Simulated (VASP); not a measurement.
# InP (F-43m) in VASP: further runs

The runs below take InP through vibrations by perturbation theory, with LDA.

Program: VASP 6.6.1. These are calculated values, not measurements. Logs are shortened: lines on timing, memory, paths and dates and some standing lists are left out, and cuts for length are marked.

### Step 1. The cell of the first run

Symmetry: F-43m, No. 216, cubic system. The conventional cell has a = 5.731 Å, b = 5.731 Å, c = 5.731 Å, α = 90.00°, β = 90.00°, γ = 90.00°. In (site symmetry -43m) has 4 P at 2.48 Å within 3.3 Å. Within 3.3 Å of P (site symmetry -43m) lie 4 In at 2.48 Å.

### Step 2. Vibrations by perturbation theory, LDA

INCAR

```
  PREC = Accurate
  ENCUT = 520
  EDIFF = 1E-8
  ISMEAR = 0
  SIGMA = 0.01
  LREAL = F
  LASPH = T
  NELM = 80
  ALGO = Normal
  ISIF = 2
  LWAVE = F
  LCHARG = T
  NBANDS = 16
  IBRION = 8
  NSW = 1
```

KPOINTS

```
Automatic mesh
0
Gamma
  8 8 8
```

POSCAR

```
InP
1.0
    2.8652658291      2.8652658291      0.0000000000
   -2.8652658291      2.8652658291      0.0000000000
    0.0000000000      2.8652658291      2.8652658291
In P
1 1
Direct
    0.0000000000      0.0000000000      0.0000000000
    0.7500000000      0.2500000000      0.5000000000
```

Potentials or basis: VASP PAW LDA potentials, release 64 (In_d, P).

The run is started by

```
$ cat potpaw_LDA.64/In_d/POTCAR potpaw_LDA.64/P/POTCAR > POTCAR
$ mpirun -np 1 vasp_std > vasp.out
```

OUTCAR:

```text
PREC = Accurate
   ENCUT = 520
   EDIFF = 1E-8
   ISMEAR = 0
   LREAL = F
   LASPH = T
   NELM = 80
   ISIF = 2
   IBRION = 8
   NSW = 1

 ion  position               nearest neighbor table
   1  0.000  0.000  0.000-   2 2.48   2 2.48   2 2.48   2 2.48
   2  0.750  0.250  0.500-   1 2.48   1 2.48   1 2.48   1 2.48

  LATTYP: Found a face centered cubic cell.
 ALAT       =     5.7305316582

  Lattice vectors:

 A1 = (   0.0000000000,   2.8652658291,   2.8652658291)
 A2 = (   2.8652658291,   0.0000000000,   2.8652658291)
 A3 = (   2.8652658291,   2.8652658291,   0.0000000000)

Analysis of symmetry for initial positions (statically):
=====================================================================
 Subroutine PRICEL returns:
 Original cell was already a primitive cell.

 Routine SETGRP: Setting up the symmetry group for a
 face centered cubic supercell.

 Subroutine GETGRP returns: Found 24 space group operations
 (whereof 24 operations were pure point group operations)
 out of a pool of 48 trial point group operations.

The static configuration has the point symmetry T_d .

Analysis of symmetry for dynamics (positions and initial velocities):
=====================================================================
 Subroutine PRICEL returns:
 Original cell was already a primitive cell.

 Routine SETGRP: Setting up the symmetry group for a
 face centered cubic supercell.

 Subroutine GETGRP returns: Found 24 space group operations
 (whereof 24 operations were pure point group operations)
 out of a pool of 48 trial point group operations.

The dynamic configuration has the point symmetry T_d .

 Subroutine INISYM returns: Found 24 space group operations
 (whereof 24 operations are pure point group operations),
 and found     1 'primitive' translations

----------------------------------------------------------------------------------------

                                     Primitive cell

  volume of cell :      47.0462

  direct lattice vectors                    reciprocal lattice vectors
     2.865265829  2.865265829  0.000000000     0.174503878  0.174503878 -0.174503878
    -2.865265829  2.865265829  0.000000000    -0.174503878  0.174503878 -0.174503878
     0.000000000  2.865265829  2.865265829     0.000000000  0.000000000  0.349007757

  length of vectors
     4.052097795  4.052097795  4.052097795     0.302249584  0.302249584  0.349007757

  position of ions in fractional coordinates (direct lattice)
     0.000000000  0.000000000  0.000000000
     0.750000000  0.250000000  0.500000000

  ion indices of the primitive-cell ions
   primitive index   ion index
                 1           1
                 2           2

----------------------------------------------------------------------------------------

 KPOINTS: Automatic mesh

Automatic generation of k-mesh.
 Grid dimensions read from file:
 generate k-points for:    8    8    8

 Generating k-lattice:

  Cartesian coordinates                     Fractional coordinates (reciprocal lattice)
     0.021812985  0.021812985 -0.021812985     0.125000000  0.000000000  0.000000000
    -0.021812985  0.021812985 -0.021812985     0.000000000  0.125000000  0.000000000
     0.000000000  0.000000000  0.043625970     0.000000000  0.000000000  0.125000000

  Length of vectors
     0.037781198  0.037781198  0.043625970

  Shift w.r.t. Gamma in fractional coordinates (k-lattice)
     0.000000000  0.000000000  0.000000000

[... 67 lines left out ...]
   IALGO  =     38    algorithm
   IMIX   =      4    mixing-type and parameters
     AMIX     =   0.40;   BMIX     =  1.00
     AMIX_MAG =   1.60;   BMIX_MAG =  1.00
  volume/ion in A,a.u.               =      23.52       158.74
  Fermi-wavevector in a.u.,A,eV,Ry     =   1.188477  2.245896 19.217921  1.412477
  Thomas-Fermi vector in A             =   2.324606
   LORBIT       =      0    0 simple, 1 ext, 2 COOP (PROOUT), +10 PAW based schemes
   GGA     = CA    functional components
   LHFCALC =     F    Hartree Fock is set to
   AEXX    =    0.0000 exact exchange contribution
   IVDW    =     0    specifies the selected vdW correction
   LEPSILON=     F    determine dielectric tensor
   LRPA    =     F    only Hartree local field effects (RPA)
 non-spin polarized calculation
 Gauss-broadening in eV      SIGMA  =   0.01
  energy-cutoff  :      520.00
  volume of cell :       47.05
 maximum number of plane-waves:      1283
   NGX = 15   NGY = 15   NGZ = 15

--------------------------------------- Ionic step        1  -------------------------------------------

 number of electron      17.9999997 magnetization

 Free energy of the ion-electron system (eV)
  ---------------------------------------------------
  ext. energy  EPLUGINS =         0.00000000
  ---------------------------------------------------
  free energy    TOTEN  =        -9.64218233 eV

  energy without entropy =       -9.64218233  energy(sigma->0) =       -9.64218233

 E-fermi :   5.9102     XC(G=0):  -9.9048

 val. band max:        5.7866937731   @ k =   0.0000   0.0000   0.0000
 cond. band min:       6.6610913766   @ k =   0.0000   0.0000   0.0000
 fundamental gap:      0.8743976034
 Fermi energy:         5.9102202375

 k-point     1 :       0.0000    0.0000    0.0000
  band No.  band energies     occupation
      1      -8.5646      2.00000
      2      -8.5646      2.00000
      3      -8.5646      2.00000
      4      -8.3726      2.00000
      5      -8.3726      2.00000
      6      -6.2469      2.00000
[... 433 lines left out ...]
      3      -8.4777      2.00000
      4      -8.3812      2.00000
      5      -8.3564      2.00000
      6      -3.8942      2.00000
[... 8 lines left out ...]
     15      16.5257      0.00000
     16      17.2857      0.00000

 [... further k-points ...]
[... 5 lines left out ...]
  --------------------------------------------------------------------------------------
  -------------------------------------------------------------------------------------
  Total        1.1838098      1.1838098      1.1838098      0.0000000      0.0000000     -0.0000000
  in kB       40.3151023     40.3151023     40.3151023      0.0000000      0.0000000     -0.0000000
  external PRESSURE =      40.3151023 kB  Pullay stress =       0.0000000 kB

 VOLUME and BASIS-vectors are now :
 -----------------------------------------------------------------------------
  energy-cutoff  :      520.00
  volume of cell :       47.05
      direct lattice vectors                 reciprocal lattice vectors
     2.865265829  2.865265829  0.000000000     0.174503878  0.174503878 -0.174503878
    -2.865265829  2.865265829  0.000000000    -0.174503878  0.174503878 -0.174503878
     0.000000000  2.865265829  2.865265829     0.000000000  0.000000000  0.349007757

 POSITION                                       TOTAL-FORCE (eV/Angst)
 -----------------------------------------------------------------------------------
      0.00000      0.00000      0.00000         0.000000      0.000000      0.000000
      1.43263      4.29790      1.43263         0.000000     -0.000000      0.000000
 -----------------------------------------------------------------------------------
    total drift:                                0.000000      0.000000     -0.000000

  FREE ENERGIE OF THE ION-ELECTRON SYSTEM (eV)
  ---------------------------------------------------
  free  energy   TOTEN  =        -9.6421823320 eV

  energy  without entropy=       -9.6421823320  energy(sigma->0) =       -9.64218233

[... ionic steps 2 to 3 ...]

--------------------------------------- Ionic step        4  -------------------------------------------

------------------------ aborting loop because EDIFF is reached ----------------------------------------

[... ionic steps 5 to 6 ...]

--------------------------------------- Ionic step        7  -------------------------------------------

 Free energy of the ion-electron system (eV)
  ---------------------------------------------------
  ---------------------------------------------------
  free energy    TOTEN  =        -0.04930849 eV

  energy without entropy =       -0.04930849

------------------------ aborting loop because EDIFF is reached ----------------------------------------

 INTERNAL STRAIN TENSOR  FOR ION    2  DIRECTION 1   (eV/Angst):
 -----------------------------------------------------------------------------
     0.02773  0.00000  0.00000
     0.00000 -0.01562 10.25319
     0.00000 10.25319 -0.01562

 INTERNAL STRAIN TENSOR FOR ION    2 for displacements in x,y,z  (eV/Angst):
          X           Y           Z          XY          YZ          ZX
  --------------------------------------------------------------------------------
  x     0.00000    -0.00000    -0.00000     0.00000    10.25319     0.00000
  y    -0.00000     0.00000    -0.00000     0.00000     0.00000    10.25319
  z    -0.00000    -0.00000     0.00000    10.25319     0.00000     0.00000

 SECOND DERIVATIVES (NOT SYMMETRIZED)
 ------------------------------------
               1X          1Y          1Z          2X          2Y          2Z
  1X    -9.365577    0.000000    0.000000    9.365577    0.000000    0.000000
  1Y     0.000000   -9.365577    0.000000    0.000000    9.365577    0.000000
  1Z     0.000000    0.000000   -9.365577    0.000000    0.000000    9.365577
  2X     9.369946    0.000000    0.000000   -9.369946    0.000000    0.000000
  2Y     0.000000    9.369946    0.000000    0.000000   -9.369946    0.000000
  2Z     0.000000    0.000000    9.369946    0.000000    0.000000   -9.369946

 Eigenvectors and eigenvalues of the dynamical matrix
 ----------------------------------------------------

   1 f  =    9.688581 THz    60.875150 2PiTHz  323.176276 cm-1    40.068733 meV
             X         Y         Z           dx          dy          dz
      0.000000  0.000000  0.000000    -0.460839    0.000000    0.000000
      1.432633  4.297899  1.432633     0.887484    0.000000    0.000000
[... 21 lines left out ...]
   6 f/i=    0.000924 THz     0.005806 2PiTHz    0.030821 cm-1     0.003821 meV
             X         Y         Z           dx          dy          dz
      0.000000  0.000000  0.000000     0.000000    0.000000    0.887484
      1.432633  4.297899  1.432633     0.000000    0.000000    0.460839

--------------------------------------------------------------------------------------------------------

 ELASTIC MODULI CONTR FROM IONIC RELAXATION (kBar)
 Direction    XX          YY          ZZ          XY          YZ          ZX
 --------------------------------------------------------------------------------
 XX          -0.0000     -0.0000     -0.0000      0.0000     -0.0000      0.0000
 YY          -0.0000     -0.0000      0.0000      0.0000      0.0000     -0.0000
 ZZ          -0.0000      0.0000     -0.0000     -0.0000      0.0000      0.0000
 XY           0.0000      0.0000     -0.0000   -377.0696      0.0000      0.0000
 YZ          -0.0000      0.0000      0.0000      0.0000   -377.0696      0.0000
 ZX           0.0000     -0.0000      0.0000      0.0000      0.0000   -377.0696
 --------------------------------------------------------------------------------
```

Run time: 3 min. Hardware: 1 thread of Intel Xeon Platinum 8488C (Sapphire Rapids), shared host; peak memory 0.29 GiB.

What came out:

```
Highest phonon frequency at Γ, LO-TO splitting left out : 323 cm⁻¹
```

Phonon frequencies in cm⁻¹ (negative: imaginary):
```tsv
q point	frequencies
(0.000, 0.000, 0.000)	0 0 0 323 323 323
```

Caveat: the cell wasn't relaxed at this level first, which shifts response properties; spin-orbit coupling is left out, which moves the levels of the heavy elements.

### Step 3. Vibrations by perturbation theory, LDA

This run uses another cell than the first one, of 24.09 Å³/atom, 1.024 times its volume.

INCAR

```
SYSTEM = InP
ALGO = Normal ; EDIFF = 1E-8
ENCUT = 520 ; GGA = CA
IBRION = 8 ; ISIF = 2
ISMEAR = 0 ; LASPH = .True.
LCHARG = .True. ; LREAL = .False.
LWAVE = .False. ; NELM = 100
NSW = 1 ; PREC = Accurate
SIGMA = 0.01
```

KPOINTS

```
k-points
0
Gamma
  8 8 8
  0 0 0
```

POSCAR

```
InP
1.0
    2.8881022946      2.8881022946      0.0000000000
   -2.8881022946      2.8881022946      0.0000000000
    0.0000000000      2.8881022946      2.8881022946
In P
1 1
Direct
    0.0000000000      0.0000000000      0.0000000000
    0.7500000000      0.2500000000      0.5000000000
```

Potentials or basis: VASP PAW LDA potentials, release 64 (In_d, P).

The run is started by

```
$ cat potpaw_LDA.64/In_d/POTCAR potpaw_LDA.64/P/POTCAR > POTCAR
$ mpirun -np 1 vasp_std > vasp.out
```

OUTCAR:

```text
SYSTEM = InP
   EDIFF = 1E-8
   ENCUT = 520
   GGA = CA
   IBRION = 8
   ISIF = 2
   ISMEAR = 0
   LASPH = .True.
   LREAL = .False.
   NELM = 100
   NSW = 1
   PREC = Accurate

 ion  position               nearest neighbor table
   1  0.000  0.000  0.000-   2 2.50   2 2.50   2 2.50   2 2.50
   2  0.750  0.250  0.500-   1 2.50   1 2.50   1 2.50   1 2.50

  LATTYP: Found a face centered cubic cell.
 ALAT       =     5.7762045892

  Lattice vectors:

 A1 = (   0.0000000000,   2.8881022946,   2.8881022946)
 A2 = (   2.8881022946,   0.0000000000,   2.8881022946)
 A3 = (   2.8881022946,   2.8881022946,   0.0000000000)

Analysis of symmetry for initial positions (statically):
=====================================================================
 Subroutine PRICEL returns:
 Original cell was already a primitive cell.

 Routine SETGRP: Setting up the symmetry group for a
 face centered cubic supercell.

 Subroutine GETGRP returns: Found 24 space group operations
 (whereof 24 operations were pure point group operations)
 out of a pool of 48 trial point group operations.

The static configuration has the point symmetry T_d .

Analysis of symmetry for dynamics (positions and initial velocities):
=====================================================================
 Subroutine PRICEL returns:
 Original cell was already a primitive cell.

 Routine SETGRP: Setting up the symmetry group for a
 face centered cubic supercell.

 Subroutine GETGRP returns: Found 24 space group operations
 (whereof 24 operations were pure point group operations)
[... 569 lines left out ...]
    total drift:                               -0.000000      0.000000     -0.000000

  FREE ENERGIE OF THE ION-ELECTRON SYSTEM (eV)
  ---------------------------------------------------
  free  energy   TOTEN  =        -9.6637957501 eV

  energy  without entropy=       -9.6637957501  energy(sigma->0) =       -9.66379575

[... ionic steps 2 to 3 ...]

--------------------------------------- Ionic step        4  -------------------------------------------

------------------------ aborting loop because EDIFF is reached ----------------------------------------

[... ionic steps 5 to 6 ...]

--------------------------------------- Ionic step        7  -------------------------------------------

 Free energy of the ion-electron system (eV)
  ---------------------------------------------------
  ---------------------------------------------------
  free energy    TOTEN  =        -0.04921841 eV

  energy without entropy =       -0.04921841

------------------------ aborting loop because EDIFF is reached ----------------------------------------

 INTERNAL STRAIN TENSOR  FOR ION    2  DIRECTION 1   (eV/Angst):
 -----------------------------------------------------------------------------
     0.02428  0.00000  0.00000
     0.00000 -0.01425  9.17576
     0.00000  9.17576 -0.01425

 INTERNAL STRAIN TENSOR FOR ION    2 for displacements in x,y,z  (eV/Angst):
          X           Y           Z          XY          YZ          ZX
  --------------------------------------------------------------------------------
  x     0.00000    -0.00000    -0.00000     0.00000     9.17576     0.00000
  y    -0.00000     0.00000    -0.00000     0.00000     0.00000     9.17576
  z    -0.00000    -0.00000     0.00000     9.17576     0.00000     0.00000

 SECOND DERIVATIVES (NOT SYMMETRIZED)
 ------------------------------------
               1X          1Y          1Z          2X          2Y          2Z
  1X    -8.842677    0.000000   -0.000000    8.842677   -0.000000    0.000000
  1Y    -0.000000   -8.842677    0.000000    0.000000    8.842677   -0.000000
  1Z    -0.000000    0.000000   -8.842677    0.000000   -0.000000    8.842677
  2X     8.817596    0.000000   -0.000000   -8.817596   -0.000000    0.000000
  2Y    -0.000000    8.817596    0.000000    0.000000   -8.817596   -0.000000
  2Z    -0.000000    0.000000    8.817596    0.000000   -0.000000   -8.817596

 Eigenvectors and eigenvalues of the dynamical matrix
 ----------------------------------------------------

   1 f  =    9.401983 THz    59.074404 2PiTHz  313.616408 cm-1    38.883461 meV
             X         Y         Z           dx          dy          dz
      0.000000  0.000000  0.000000     0.461439    0.000000    0.000000
      1.444051  4.332153  1.444051    -0.887172    0.000000    0.000000
[... 21 lines left out ...]
   6 f/i=    0.005466 THz     0.034346 2PiTHz    0.182340 cm-1     0.022607 meV
             X         Y         Z           dx          dy          dz
      0.000000  0.000000  0.000000     0.000000    0.000000   -0.887172
      1.444051  4.332153  1.444051    -0.000000    0.000000   -0.461439

--------------------------------------------------------------------------------------------------------

 ELASTIC MODULI CONTR FROM IONIC RELAXATION (kBar)
 Direction    XX          YY          ZZ          XY          YZ          ZX
 --------------------------------------------------------------------------------
 XX          -0.0000      0.0000      0.0000      0.0000     -0.0000      0.0000
 YY           0.0000     -0.0000      0.0000      0.0000      0.0000     -0.0000
 ZZ           0.0000      0.0000     -0.0000     -0.0000      0.0000      0.0000
 XY           0.0000      0.0000     -0.0000   -312.6383      0.0000     -0.0000
 YZ          -0.0000      0.0000      0.0000      0.0000   -312.6383      0.0000
 ZX           0.0000     -0.0000      0.0000     -0.0000     -0.0000   -312.6383
 --------------------------------------------------------------------------------
```

It took 1.9 min on 1 thread of Intel Xeon Platinum 8488C (Sapphire Rapids), shared host; peak memory 0.28 GiB.

What came out:

```yaml
Highest_phonon_frequency_at_Γ_LO-TO_splitting_left_out: 314 cm⁻¹
```

Phonon frequencies in cm⁻¹ (negative: imaginary):
```csv
q point,frequencies
"(0.000, 0.000, 0.000)",0 0 0 314 314 314
```

Caveat: the cell wasn't relaxed at this level first, which shifts response properties; spin-orbit coupling is left out, which moves the levels of the heavy elements.
